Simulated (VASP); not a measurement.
The system is Mn3Sb.

```
CELL_PARAMETERS angstrom
0.00000 2.99412 2.99412
2.99412 0.00000 2.99412
2.99412 2.99412 0.00000
ATOMIC_POSITIONS crystal
Mn 0.75000 0.75000 0.75000
Mn 0.25000 0.25000 0.25000
Mn 0.00000 0.00000 0.00000
Sb 0.50000 0.50000 0.50000
```

Base run:

| Property | Result |
| --- | --- |
| Program | VASP 6.6.1 |
| Functional | PBEsol |
| Potentials or basis | VASP PAW PBE potentials, release 64 (Mn_pv, Sb) |
| Cutoff | 520 eV |
| k mesh | 7 × 7 × 7 |
| Occupations | fermi-dirac, width 0.1 eV |
| Spin | collinear spin, ferromagnetic start |
| Starting moments | [2.8, 2.8, 2.8, 0.0] μB |

Its results: band gap on the k mesh zero (filled and empty bands overlap); pressure -8.3 GPa; net moment 2.02 μB per cell; site moments Mn -0.47, +2.87; Sb +0.03 μB.

The run is repeated on the same cell with these changes: functional from PBEsol to BLYP; further incar settings from ALGO = Normal; EDIFF = 1e-07; NBANDS = 34 to ALGO = Normal; EDIFF = 1e-06; NBANDS = 34. What comes out?

Band gap on the k mesh zero (filled and empty bands overlap); pressure 7.7 GPa; net moment 2.03 μB per cell; site moments Mn -0.41, +2.76; Sb +0.03 μB.

Caveats: the PAW data sets were made with another functional, which shifts forces and pressure a little; spin-orbit coupling is left out, which moves the levels of the heavy elements; only a ferromagnetic start was run, and an antiferromagnetic order may lie lower in energy.
